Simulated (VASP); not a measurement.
# Co (P6_3/mmc) in VASP: further runs

Co is run at these levels: PBE; tasks: electric field gradients.

Program: VASP 6.6.1. These are calculated values, not measurements. Logs are shortened: lines on timing, memory, paths and dates and some standing lists are left out, and cuts for length are marked.

## 1. The cell of the first run

Symmetry: P6_3/mmc, No. 194, hexagonal system. Conventional cell: a = 2.536 Å, b = 2.536 Å, c = 4.118 Å, α = 90.00°, β = 90.00°, γ = 120.00°. Co (site symmetry -6m2) has 12 Co at 2.53 to 2.54 Å within 3.3 Å.

## 2. Electric field gradients, PBE, collinear spin, ferromagnetic start (volume scaled by 1.02)

Contents of INCAR:

```
SYSTEM = Co
ALGO = Normal ; EDIFF = 1E-8
ENCUT = 520 ; GGA = PE
ISIF = 2 ; ISMEAR = -1
ISPIN = 2 ; LASPH = .TRUE.
LCHARG = .FALSE. ; LEFG = .TRUE.
LMAXMIX = 4 ; LORBIT = 11
LREAL = .FALSE. ; LWAVE = .FALSE.
MAGMOM = 2 2 ; NBANDS = 20
NELM = 150 ; PREC = Accurate
SIGMA = 0.05
```

Contents of KPOINTS:

```
k-points
0
G
  19 19 10
  0 0 0
```

Contents of POSCAR:

```
Co
1.0
    2.5356834805      0.0000000000      0.0000000000
   -1.2678417403      2.1959663102      0.0000000000
    0.0000000000      0.0000000000      4.1180935048
Co
2
Direct
    0.3333333333      0.6666666667      0.2500000000
    0.6666666667      0.3333333333      0.7500000000
```

Potentials or basis: VASP PAW PBE potentials, release 64 (Co).

The run is started by

```sh
cat potpaw_PBE.64/Co/POTCAR > POTCAR
mpirun -np 1 vasp_std > vasp.out
```

OUTCAR:

```text
SYSTEM = Co
   EDIFF = 1E-8
   ENCUT = 520
   GGA = PE
   ISIF = 2
   ISMEAR = -1
   ISPIN = 2
   LASPH = .TRUE.
   LORBIT = 11
   LREAL = .FALSE.
   NELM = 150
   PREC = Accurate

 ion  position               nearest neighbor table
   1  0.333  0.667  0.250-   2 2.53   2 2.53   2 2.53   2 2.53   2 2.53   2 2.53
   2  0.667  0.333  0.750-   1 2.53   1 2.53   1 2.53   1 2.53   1 2.53   1 2.53

  LATTYP: Found a hexagonal cell.
 ALAT       =     2.5356834805
 C/A-ratio  =     1.6240566050

  Lattice vectors:

 A1 = (   2.5356834805,   0.0000000000,   0.0000000000)
 A2 = (  -1.2678417403,   2.1959663102,   0.0000000000)
 A3 = (   0.0000000000,   0.0000000000,   4.1180935048)

Analysis of symmetry for initial positions (statically):
=====================================================================
 Subroutine PRICEL returns:
 Original cell was already a primitive cell.

 Routine SETGRP: Setting up the symmetry group for a
 hexagonal supercell.

 Subroutine GETGRP returns: Found 24 space group operations
 (whereof 12 operations were pure point group operations)
 out of a pool of 24 trial point group operations.

The static configuration has the point symmetry D_3d.
 The point group associated with its full space group is D_6h.

Analysis of symmetry for dynamics (positions and initial velocities):
=====================================================================
 Subroutine PRICEL returns:
 Original cell was already a primitive cell.

 Routine SETGRP: Setting up the symmetry group for a
 hexagonal supercell.

 Subroutine GETGRP returns: Found 24 space group operations
 (whereof 12 operations were pure point group operations)
 out of a pool of 24 trial point group operations.

The dynamic configuration has the point symmetry D_3d.
 The point group associated with its full space group is D_6h.

Analysis of structural, dynamic, and magnetic symmetry:
=====================================================================
 Subroutine PRICEL returns:
 Original cell was already a primitive cell.

 Routine SETGRP: Setting up the symmetry group for a
 hexagonal supercell.

 Subroutine GETGRP returns: Found 24 space group operations
 (whereof 12 operations were pure point group operations)
 out of a pool of 24 trial point group operations.

The overall configuration has the point symmetry D_3d.
 The point group associated with its full space group is D_6h.
[... 713 lines left out ...]
  band No.  band energies     occupation
      1       0.8929      1.00000
      2       5.5678      1.00000
      3       8.5938      1.00000
      4       8.6507      1.00000
      5       8.6507      1.00000
      6       8.9815      0.99997
[... 541 lines left out ...]
     19      32.1793      0.00000
     20      33.8051      0.00000

 [... further k-points ...]

------------------------ aborting loop because EDIFF is reached ----------------------------------------

  FORCE on cell =-STRESS in cart. coord.  units (eV):
  Direction    XX          YY          ZZ          XY          YZ          ZX
  --------------------------------------------------------------------------------------
  -------------------------------------------------------------------------------------
  Total       -1.4451588     -1.4451588     -1.6186145      0.0000000      0.0000000      0.0000000
  in kB     -100.9739217   -100.9739217   -113.0933556      0.0000000      0.0000000      0.0000000
  external PRESSURE =    -105.0137330 kB  Pullay stress =       0.0000000 kB

 VOLUME and BASIS-vectors are now :
 -----------------------------------------------------------------------------
  energy-cutoff  :      520.00
  volume of cell :       22.93
      direct lattice vectors                 reciprocal lattice vectors
     2.535683480  0.000000000  0.000000000     0.394370988  0.227690196  0.000000000
    -1.267841740  2.195966310  0.000000000     0.000000000  0.455380392  0.000000000
     0.000000000  0.000000000  4.118093505     0.000000000  0.000000000  0.242830815

 POSITION                                       TOTAL-FORCE (eV/Angst)
 -----------------------------------------------------------------------------------
     -0.00000      1.46398      1.02952         0.000000      0.000000      0.000000
      1.26784      0.73199      3.08857        -0.000000      0.000000      0.000000
 -----------------------------------------------------------------------------------
    total drift:                                0.000000     -0.000000     -0.000000

  FREE ENERGIE OF THE ION-ELECTRON SYSTEM (eV)
  ---------------------------------------------------
  free  energy   TOTEN  =       -14.0328617463 eV

  energy  without entropy=      -14.0171612057  energy(sigma->0) =      -14.02501148

 Electric field gradients (V/A^2)
---------------------------------------------------------------------
 ion       V_xx      V_yy      V_zz      V_xy      V_xz      V_yz
---------------------------------------------------------------------
   1       0.930     0.931    -1.861     0.001     0.000    -0.000
   2       0.930     0.931    -1.861     0.001    -0.000     0.000
---------------------------------------------------------------------

 Electric field gradients after diagonalization (V/A^2)
 (convention: |V_zz| > |V_xx| > |V_yy|)
----------------------------------------------------------------------
 ion       V_xx      V_yy      V_zz     asymmetry (V_yy - V_xx)/ V_zz
----------------------------------------------------------------------
   1       0.931     0.930    -1.861       0.001
   2       0.931     0.930    -1.861       0.001
----------------------------------------------------------------------

           NMR quadrupolar parameters

 Cq : quadrupolar parameter    Cq=e*Q*V_zz/h
 eta: asymmetry parameters     (V_yy - V_xx)/ V_zz
 Q  : nuclear electric quadrupole moment in mb (millibarn)
----------------------------------------------------------------------
 ion       Cq(MHz)       eta       Q (mb)
----------------------------------------------------------------------
   1      -0.005       0.001       1.000
   2      -0.005       0.001       1.000
----------------------------------------------------------------------

 total charge

# of ion       s       p       d       tot
------------------------------------------
    1        0.466   0.475   7.229   8.170
    2        0.466   0.475   7.229   8.170
--------------------------------------------------
tot          0.933   0.951  14.457  16.341

 magnetization (x)

# of ion       s       p       d       tot
------------------------------------------
    1       -0.014  -0.053   1.749   1.681
    2       -0.014  -0.053   1.749   1.681
--------------------------------------------------
tot         -0.028  -0.107   3.497   3.362
```

Run time: 93 s. Hardware: 1 thread of Intel Xeon 6975P-C (Granite Rapids), shared host; peak memory 0.26 GiB.

Results:

```yaml
Free_energy: -14.0329 eV
Pressure: -10.5 GPa
Net_moment: 3.30 μB per cell
Site_moments: Co +1.68 μB
Valence_electrons_inside_the_program's_atomic_spheres: Co 8.17
```

Electric field gradients, principal values (V/Å²):
```
atom  least  middle  greatest (by size)
1 Co  0.930   0.931              -1.861
2 Co  0.930   0.931              -1.861
```

Caveat: without QUAD_EFG the Cq values of the log hold for a quadrupole moment of 1 mb, not for the nuclei.

## 3. Electric field gradients, PBE, collinear spin, ferromagnetic start (volume scaled by 1.04)

Contents of INCAR:

```
SYSTEM = Co
PREC = Accurate
ENCUT = 520
EDIFF = 1E-8
ISMEAR = -1
SIGMA = 0.05
LREAL = .FALSE.
LASPH = .TRUE.
NELM = 150
ALGO = Normal
ISIF = 2
LWAVE = .FALSE.
LCHARG = .FALSE.
ISPIN = 2
MAGMOM = 2 2
LORBIT = 11
LMAXMIX = 4
GGA = PE
LEFG = .TRUE.
NBANDS = 20
```

Contents of KPOINTS:

```
regular mesh
0
G
  19 19 10
  0 0 0
```

Contents of POSCAR:

```
Co
1.0
    2.5521494191      0.0000000000      0.0000000000
   -1.2760747095      2.2102262312      0.0000000000
    0.0000000000      0.0000000000      4.1448351210
Co
2
Direct
    0.3333333333      0.6666666667      0.2500000000
    0.6666666667      0.3333333333      0.7500000000
```

Potentials or basis: VASP PAW PBE potentials, release 64 (Co).

The run is started by

```sh
cat potpaw_PBE.64/Co/POTCAR > POTCAR
mpirun -np 1 vasp_std > vasp.out
```

OUTCAR:

```text
SYSTEM = Co
   PREC = Accurate
   ENCUT = 520
   EDIFF = 1E-8
   ISMEAR = -1
   LREAL = .FALSE.
   LASPH = .TRUE.
   NELM = 150
   ISIF = 2
   ISPIN = 2
   LORBIT = 11
   GGA = PE

 ion  position               nearest neighbor table
   1  0.333  0.667  0.250-   2 2.54   2 2.54   2 2.54   2 2.54   2 2.54   2 2.54
   2  0.667  0.333  0.750-   1 2.54   1 2.54   1 2.54   1 2.54   1 2.54   1 2.54

  LATTYP: Found a hexagonal cell.
 ALAT       =     2.5521494191
 C/A-ratio  =     1.6240566050

  Lattice vectors:

 A1 = (   2.5521494191,   0.0000000000,   0.0000000000)
 A2 = (  -1.2760747095,   2.2102262312,   0.0000000000)
 A3 = (   0.0000000000,   0.0000000000,   4.1448351210)

Analysis of symmetry for initial positions (statically):
=====================================================================
 Subroutine PRICEL returns:
 Original cell was already a primitive cell.

 Routine SETGRP: Setting up the symmetry group for a
 hexagonal supercell.

 Subroutine GETGRP returns: Found 24 space group operations
 (whereof 12 operations were pure point group operations)
[... 1324 lines left out ...]
    total drift:                                0.000000      0.000000     -0.000000

  FREE ENERGIE OF THE ION-ELECTRON SYSTEM (eV)
  ---------------------------------------------------
  free  energy   TOTEN  =       -13.9991916326 eV

  energy  without entropy=      -13.9831818753  energy(sigma->0) =      -13.99118675

 Electric field gradients (V/A^2)
---------------------------------------------------------------------
 ion       V_xx      V_yy      V_zz      V_xy      V_xz      V_yz
---------------------------------------------------------------------
   1       0.981     0.982    -1.963     0.001     0.000    -0.000
   2       0.981     0.982    -1.963     0.001    -0.000     0.000
---------------------------------------------------------------------

 Electric field gradients after diagonalization (V/A^2)
 (convention: |V_zz| > |V_xx| > |V_yy|)
----------------------------------------------------------------------
 ion       V_xx      V_yy      V_zz     asymmetry (V_yy - V_xx)/ V_zz
----------------------------------------------------------------------
   1       0.983     0.980    -1.963       0.002
   2       0.983     0.980    -1.963       0.002
----------------------------------------------------------------------

           NMR quadrupolar parameters

 Cq : quadrupolar parameter    Cq=e*Q*V_zz/h
 eta: asymmetry parameters     (V_yy - V_xx)/ V_zz
 Q  : nuclear electric quadrupole moment in mb (millibarn)
----------------------------------------------------------------------
 ion       Cq(MHz)       eta       Q (mb)
----------------------------------------------------------------------
   1      -0.005       0.002       1.000
   2      -0.005       0.002       1.000
----------------------------------------------------------------------

 total charge

# of ion       s       p       d       tot
------------------------------------------
    1        0.459   0.460   7.218   8.137
    2        0.459   0.460   7.218   8.137
--------------------------------------------------
tot          0.918   0.921  14.435  16.274

 magnetization (x)

# of ion       s       p       d       tot
------------------------------------------
    1       -0.014  -0.053   1.766   1.699
    2       -0.014  -0.053   1.766   1.699
--------------------------------------------------
tot         -0.028  -0.105   3.531   3.398
```

stdout:

```text
POSCAR found type information on POSCAR Co
 POSCAR found :  1 types and       2 ions
 scaLAPACK will be used
 LDA part: xc-table for (Slater+PW92), standard interpolation
 POSCAR, INCAR and KPOINTS ok, starting setup
 FFT: planning ... GRIDC
 FFT: planning ... GRID_SOFT
 FFT: planning ... GRID
 WAVECAR not read
 entering main loop
ion   1

ion   2
```

Run time: 1.7 min. Hardware: 1 thread of Intel Xeon 6975P-C (Granite Rapids), shared host; peak memory 0.26 GiB.

What came out:

```yaml
Free_energy: -13.9992 eV
Pressure: -13.4 GPa
Net_moment: 3.33 μB per cell
Site_moments: Co +1.70 μB
Valence_electrons_inside_the_program's_atomic_spheres: Co 8.14
```

Levels at points of the mesh, in eV from the Fermi level:
Spin up:
```
           k point  band 8  band 9  band 10  band 11  band 12  band 13  band 14  band 15
(0.00, 0.00, 0.00)   -1.93   -1.93    -0.96    -0.96    -0.07     5.65    21.39    23.28
(0.00, 0.00, 0.50)   -2.57   -1.24    -1.24    -1.24    -1.24    14.07    14.07    22.07
```
Spin down:
```tsv
k point	band 5	band 6	band 7	band 8	band 9	band 10
(0.00, 0.00, 0.00)	-0.82	-0.50	-0.50	-0.16	-0.09	-0.09
(0.00, 0.00, 0.50)	-0.87	-0.87	-0.87	-0.87	0.68	0.68
```

Electric field gradients, principal values (V/Å²):
| atom | least | middle | greatest (by size) |
| --- | --- | --- | --- |
| 1 Co | 0.980 | 0.983 | -1.963 |
| 2 Co | 0.980 | 0.983 | -1.963 |

Caveat: without QUAD_EFG the Cq values of the log hold for a quadrupole moment of 1 mb, not for the nuclei.

## 4. Electric field gradients, PBE, collinear spin, ferromagnetic start (volume scaled by 0.9405)

Contents of INCAR:

```
  PREC = Accurate
  ENCUT = 520
  EDIFF = 1E-8
  ISMEAR = -1
  SIGMA = 0.05
  LREAL = F
  LASPH = T
  NELM = 150
  ALGO = Normal
  ISIF = 2
  LWAVE = F
  LCHARG = F
  ISPIN = 2
  MAGMOM = 2 2
  LORBIT = 11
  LMAXMIX = 4
  GGA = PE
  LEFG = T
  NBANDS = 20
```

Contents of KPOINTS:

```
regular mesh
0
Gamma
  19 19 10
```

Contents of POSCAR:

```
Co
1.0
    2.4680156958      0.0000000000      0.0000000000
   -1.2340078479      2.1373642896      0.0000000000
    0.0000000000      0.0000000000      4.0081971921
Co
2
Direct
    0.3333333333      0.6666666667      0.2500000000
    0.6666666667      0.3333333333      0.7500000000
```

Potentials or basis: VASP PAW PBE potentials, release 64 (Co).

The run is started by

```sh
cat potpaw_PBE.64/Co/POTCAR > POTCAR
mpirun -np 1 vasp_std > vasp.out
```

OUTCAR:

```text
PREC = Accurate
   ENCUT = 520
   EDIFF = 1E-8
   ISMEAR = -1
   LREAL = F
   LASPH = T
   NELM = 150
   ISIF = 2
   ISPIN = 2
   LORBIT = 11
   GGA = PE

 ion  position               nearest neighbor table
   1  0.333  0.667  0.250-   2 2.46   2 2.46   2 2.46   2 2.46   2 2.46   2 2.46
   2  0.667  0.333  0.750-   1 2.46   1 2.46   1 2.46   1 2.46   1 2.46   1 2.46

  LATTYP: Found a hexagonal cell.
 ALAT       =     2.4680156958
 C/A-ratio  =     1.6240566050

  Lattice vectors:

 A1 = (   2.4680156958,   0.0000000000,   0.0000000000)
 A2 = (  -1.2340078479,   2.1373642896,   0.0000000000)
[... 1350 lines left out ...]

 Electric field gradients after diagonalization (V/A^2)
 (convention: |V_zz| > |V_xx| > |V_yy|)
----------------------------------------------------------------------
 ion       V_xx      V_yy      V_zz     asymmetry (V_yy - V_xx)/ V_zz
----------------------------------------------------------------------
   1       1.276     1.273    -2.549       0.001
   2       1.276     1.273    -2.549       0.001
----------------------------------------------------------------------

           NMR quadrupolar parameters

 Cq : quadrupolar parameter    Cq=e*Q*V_zz/h
 eta: asymmetry parameters     (V_yy - V_xx)/ V_zz
 Q  : nuclear electric quadrupole moment in mb (millibarn)
----------------------------------------------------------------------
 ion       Cq(MHz)       eta       Q (mb)
----------------------------------------------------------------------
   1      -0.006       0.001       1.000
   2      -0.006       0.001       1.000
----------------------------------------------------------------------

 total charge

# of ion       s       p       d       tot
------------------------------------------
    1        0.499   0.544   7.282   8.325
    2        0.499   0.544   7.282   8.325
--------------------------------------------------
tot          0.999   1.088  14.563  16.650

 magnetization (x)

# of ion       s       p       d       tot
------------------------------------------
    1       -0.015  -0.055   1.668   1.597
    2       -0.015  -0.055   1.668   1.597
--------------------------------------------------
tot         -0.031  -0.110   3.335   3.195
```

stdout:

```text
POSCAR found type information on POSCAR Co
 POSCAR found :  1 types and       2 ions
 scaLAPACK will be used
 LDA part: xc-table for (Slater+PW92), standard interpolation
 POSCAR, INCAR and KPOINTS ok, starting setup
 FFT: planning ... GRIDC
 FFT: planning ... GRID_SOFT
 FFT: planning ... GRID
 WAVECAR not read
 entering main loop
ion   1

ion   2
```

Wall time 96 s (1 thread of Intel Xeon 6975P-C (Granite Rapids), shared host); peak memory 0.24 GiB.

Results:

```yaml
Free_energy: -14.0692 eV
Pressure: 5.2 GPa
Net_moment: 3.16 μB per cell
Site_moments: Co +1.60 μB
Valence_electrons_inside_the_program's_atomic_spheres: Co 8.32
```

Stress tensor (GPa, compression positive):
```
5.76 0.00 0.00
0.00 5.76 0.00
0.00 0.00 4.08
```

Levels at points of the mesh, in eV from the Fermi level:
Spin up:
```tsv
k point	band 8	band 9	band 10	band 11	band 12	band 13	band 14	band 15
(0.00, 0.00, 0.00)	-1.92	-1.92	-0.79	-0.79	-0.13	6.53	22.26	25.12
(0.00, 0.00, 0.50)	-2.68	-1.11	-1.11	-1.11	-1.11	15.22	15.22	23.00
```
Spin down:
```
           k point  band 3  band 4  band 5  band 6  band 7  band 8  band 9  band 10  band 11  band 12
(0.00, 0.00, 0.00)   -1.06   -1.00   -1.00   -0.63   -0.63   -0.19   -0.17    -0.17     1.07     1.07
(0.00, 0.00, 0.50)   -1.62   -1.62   -1.07   -1.07   -1.07   -1.07    0.72     0.72     0.72     0.72
```

Electric field gradients, principal values (V/Å²):
```
atom  least  middle  greatest (by size)
1 Co  1.273   1.276              -2.549
2 Co  1.273   1.276              -2.549
```

Caveat: without QUAD_EFG the Cq values of the log hold for a quadrupole moment of 1 mb, not for the nuclei.

(Continued in part 2 of 2.)
